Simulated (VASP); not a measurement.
# CdS in VASP: a series of runs, part 2 of 2

VASP 6.6.1. Earlier steps stand in the parts before.

### 4 Electric field gradients, PBE (volume scaled by 1.01)

INCAR reads:

```
SYSTEM = CdS
PREC = Accurate
ENCUT = 520
EDIFF = 1E-8
ISMEAR = -1
SIGMA = 0.02
LREAL = .FALSE.
LASPH = .TRUE.
NELM = 100
ALGO = Normal
ISIF = 2
LWAVE = .FALSE.
LCHARG = .FALSE.
GGA = PE
LEFG = .TRUE.
NBANDS = 16
```

KPOINTS reads:

```
regular mesh
0
G
  7 7 7
  0 0 0
```

POSCAR reads:

```
CdS
1.0
    0.0000000000      2.9527307908      2.9527307908
    2.9527307908      0.0000000000      2.9527307908
    2.9527307908      2.9527307908      0.0000000000
Cd S
1 1
Direct
    0.0000000000      0.0000000000      0.0000000000
    0.7500000000      0.7500000000      0.7500000000
```

Potentials or basis: VASP PAW PBE potentials, release 64 (Cd, S).

Started as:

```sh
cat potpaw_PBE.64/Cd/POTCAR potpaw_PBE.64/S/POTCAR > POTCAR
mpirun -np 1 vasp_std > vasp.out
```

OUTCAR:

```text
SYSTEM = CdS
   PREC = Accurate
   ENCUT = 520
   EDIFF = 1E-8
   ISMEAR = -1
   LREAL = .FALSE.
   LASPH = .TRUE.
   NELM = 100
   ISIF = 2
   GGA = PE

 ion  position               nearest neighbor table
   1  0.000  0.000  0.000-   2 2.56   2 2.56   2 2.56   2 2.56
   2  0.750  0.750  0.750-   1 2.56   1 2.56   1 2.56   1 2.56

  LATTYP: Found a face centered cubic cell.
 ALAT       =     5.9054615816

  Lattice vectors:

 A1 = (   0.0000000000,   2.9527307908,   2.9527307908)
 A2 = (   2.9527307908,   0.0000000000,   2.9527307908)
 A3 = (   2.9527307908,   2.9527307908,   0.0000000000)

Analysis of symmetry for initial positions (statically):
=====================================================================
 Subroutine PRICEL returns:
 Original cell was already a primitive cell.

 Routine SETGRP: Setting up the symmetry group for a
 face centered cubic supercell.

 Subroutine GETGRP returns: Found 24 space group operations
[... 559 lines left out ...]
  volume of cell :       51.49
      direct lattice vectors                 reciprocal lattice vectors
     0.000000000  2.952730791  2.952730791    -0.169334774  0.169334774  0.169334774
     2.952730791  0.000000000  2.952730791     0.169334774 -0.169334774  0.169334774
     2.952730791  2.952730791  0.000000000     0.169334774  0.169334774 -0.169334774

 POSITION                                       TOTAL-FORCE (eV/Angst)
 -----------------------------------------------------------------------------------
      0.00000      0.00000      0.00000         0.000000      0.000000      0.000000
      4.42910      4.42910      4.42910        -0.000000     -0.000000     -0.000000
 -----------------------------------------------------------------------------------
    total drift:                                0.000000      0.000000      0.000000

  FREE ENERGIE OF THE ION-ELECTRON SYSTEM (eV)
  ---------------------------------------------------
  free  energy   TOTEN  =        -6.1445476624 eV

  energy  without entropy=       -6.1445476624  energy(sigma->0) =       -6.14454766

 Electric field gradients (V/A^2)
---------------------------------------------------------------------
 ion       V_xx      V_yy      V_zz      V_xy      V_xz      V_yz
---------------------------------------------------------------------
   1      -0.000     0.000     0.000     0.001     0.001     0.001
   2      -0.000    -0.000    -0.000    -0.000    -0.000    -0.000
---------------------------------------------------------------------

 Electric field gradients after diagonalization (V/A^2)
 (convention: |V_zz| > |V_xx| > |V_yy|)
----------------------------------------------------------------------
 ion       V_xx      V_yy      V_zz     asymmetry (V_yy - V_xx)/ V_zz
----------------------------------------------------------------------
   1      -0.001    -0.001     0.003       0.000
   2       0.000     0.000    -0.001       0.000
----------------------------------------------------------------------

           NMR quadrupolar parameters

 Cq : quadrupolar parameter    Cq=e*Q*V_zz/h
 eta: asymmetry parameters     (V_yy - V_xx)/ V_zz
 Q  : nuclear electric quadrupole moment in mb (millibarn)
----------------------------------------------------------------------
 ion       Cq(MHz)       eta       Q (mb)
----------------------------------------------------------------------
   1       0.000       0.000       1.000
   2      -0.000       0.000       1.000
----------------------------------------------------------------------
```

OSZICAR:

```text
N       E                     dE             d eps       ncg     rms          rms(c)
DAV:   1     0.108846623725E+03    0.10885E+03   -0.91184E+03   656   0.102E+03
DAV:   2    -0.213671126853E+01   -0.11098E+03   -0.10467E+03   776   0.254E+02
DAV:   3    -0.666717036979E+01   -0.45305E+01   -0.45229E+01   808   0.527E+01
DAV:   4    -0.669516362579E+01   -0.27993E-01   -0.27992E-01   776   0.409E+00
DAV:   5    -0.669555640305E+01   -0.39278E-03   -0.39277E-03   808   0.456E-01    0.749E+00
DAV:   6    -0.616223560099E+01    0.53332E+00   -0.85518E-01   976   0.113E+01    0.611E+00
DAV:   7    -0.614412763767E+01    0.18108E-01   -0.18814E-01   808   0.296E+00    0.303E+00
DAV:   8    -0.614437494336E+01   -0.24731E-03   -0.16606E-02   752   0.160E+00    0.281E-01
DAV:   9    -0.614432534345E+01    0.49600E-04   -0.18782E-03   768   0.619E-01    0.613E-02
DAV:  10    -0.614446739686E+01   -0.14205E-03   -0.24003E-04   776   0.147E-01    0.709E-02
DAV:  11    -0.614455441730E+01   -0.87020E-04   -0.14617E-04   768   0.903E-02    0.274E-02
DAV:  12    -0.614454673076E+01    0.76865E-05   -0.22666E-05   848   0.589E-02    0.941E-03
DAV:  13    -0.614454776859E+01   -0.10378E-05   -0.30257E-06   760   0.103E-02    0.598E-03
DAV:  14    -0.614454768392E+01    0.84671E-07   -0.26065E-07   856   0.318E-03    0.442E-03
DAV:  15    -0.614454767157E+01    0.12348E-07   -0.23636E-08   696   0.922E-04    0.179E-03
DAV:  16    -0.614454766238E+01    0.91900E-08   -0.28813E-09   704   0.335E-04
   1 F= -.61445477E+01 E0= -.61445477E+01  d E =-.916911E-12
```

It took 22 s on 1 thread of Intel Xeon 6975P-C, shared host; peak memory 0.18 GiB.

Results:

```
Free energy            : -6.1445 eV
Pressure               : 0.9 GPa
Band gap on the k mesh : 1.07 eV, direct
```

Caveat: without QUAD_EFG the Cq values of the log hold for a quadrupole moment of 1 mb, not for the nuclei.

### 5 Electric field gradients, PBE (volume scaled by 0.99)

INCAR reads:

```
ALGO = Normal ; EDIFF = 1E-8
ENCUT = 520 ; GGA = PE
ISIF = 2 ; ISMEAR = -1
LASPH = T ; LCHARG = F
LEFG = T ; LREAL = F
LWAVE = F ; NBANDS = 16
NELM = 80 ; PREC = Accurate
SIGMA = 0.02
```

KPOINTS reads:

```
k-points
0
Gamma
  7 7 7
```

POSCAR reads:

```
CdS
1.0
    0.0000000000      2.9331107376      2.9331107376
    2.9331107376      0.0000000000      2.9331107376
    2.9331107376      2.9331107376      0.0000000000
Cd S
1 1
Direct
    0.0000000000      0.0000000000      0.0000000000
    0.7500000000      0.7500000000      0.7500000000
```

Potentials or basis: VASP PAW PBE potentials, release 64 (Cd, S).

Started as:

```sh
cat potpaw_PBE.64/Cd/POTCAR potpaw_PBE.64/S/POTCAR > POTCAR
mpirun -np 1 vasp_std > vasp.out
```

OUTCAR:

```text
EDIFF = 1E-8
   ENCUT = 520
   GGA = PE
   ISIF = 2
   ISMEAR = -1
   LASPH = T
   LREAL = F
   NELM = 80
   PREC = Accurate

 ion  position               nearest neighbor table
   1  0.000  0.000  0.000-   2 2.54   2 2.54   2 2.54   2 2.54
   2  0.750  0.750  0.750-   1 2.54   1 2.54   1 2.54   1 2.54

  LATTYP: Found a face centered cubic cell.
 ALAT       =     5.8662214752

  Lattice vectors:

 A1 = (   0.0000000000,   2.9331107376,   2.9331107376)
 A2 = (   2.9331107376,   0.0000000000,   2.9331107376)
 A3 = (   2.9331107376,   2.9331107376,   0.0000000000)

[... 583 lines left out ...]
  free  energy   TOTEN  =        -6.1349445030 eV

  energy  without entropy=       -6.1349445030  energy(sigma->0) =       -6.13494450

 Electric field gradients (V/A^2)
---------------------------------------------------------------------
 ion       V_xx      V_yy      V_zz      V_xy      V_xz      V_yz
---------------------------------------------------------------------
   1      -0.000    -0.000    -0.000     0.002     0.002     0.002
   2       0.000    -0.000     0.000    -0.000    -0.000    -0.000
---------------------------------------------------------------------

 Electric field gradients after diagonalization (V/A^2)
 (convention: |V_zz| > |V_xx| > |V_yy|)
----------------------------------------------------------------------
 ion       V_xx      V_yy      V_zz     asymmetry (V_yy - V_xx)/ V_zz
----------------------------------------------------------------------
   1      -0.002    -0.002     0.004       0.000
   2       0.000     0.000    -0.001       0.000
----------------------------------------------------------------------

           NMR quadrupolar parameters

 Cq : quadrupolar parameter    Cq=e*Q*V_zz/h
 eta: asymmetry parameters     (V_yy - V_xx)/ V_zz
 Q  : nuclear electric quadrupole moment in mb (millibarn)
----------------------------------------------------------------------
 ion       Cq(MHz)       eta       Q (mb)
----------------------------------------------------------------------
   1       0.000       0.000       1.000
   2      -0.000       0.000       1.000
----------------------------------------------------------------------
```

stdout:

```text
POSCAR found type information on POSCAR CdS
 POSCAR found :  2 types and       2 ions
 scaLAPACK will be used
 LDA part: xc-table for (Slater+PW92), standard interpolation
 POSCAR, INCAR and KPOINTS ok, starting setup
 FFT: planning ... GRIDC
 FFT: planning ... GRID_SOFT
 FFT: planning ... GRID
 WAVECAR not read
 entering main loop
ion   1

ion   2
```

It took 31 s on 1 thread of AMD EPYC 7R13, shared host; peak memory 0.15 GiB.

Results:

```yaml
Free_energy: -6.1349 eV
Pressure: 2.1 GPa
Band_gap_on_the_k_mesh: 1.11 eV, direct
```

Caveat: without QUAD_EFG the Cq values of the log hold for a quadrupole moment of 1 mb, not for the nuclei.

### 6 Summary

```csv
cell,gap on the mesh (eV),pressure (GPa)
"a = 4.204, b = 4.204, c = 4.245 Å, angles 59.7, 59.7, 60.7°, 2 atoms",0.96,-0.7
"a = 4.077 Å, angles 60.0°, 2 atoms",1.22,5.8
"a = 4.176 Å, angles 60.0°, 2 atoms",1.07,0.9
"a = 4.148 Å, angles 60.0°, 2 atoms",1.11,2.1
```

Alike in all rows: task electric field gradients; level PBE; potentials or basis VASP PAW PBE potentials, release 64 (Cd, S); no spin polarisation; k mesh 7 × 7 × 7; cutoff (eV) 520; smearing fermi-dirac 0.02 eV.

Absolute energies hang on the potentials; compare differences alone.
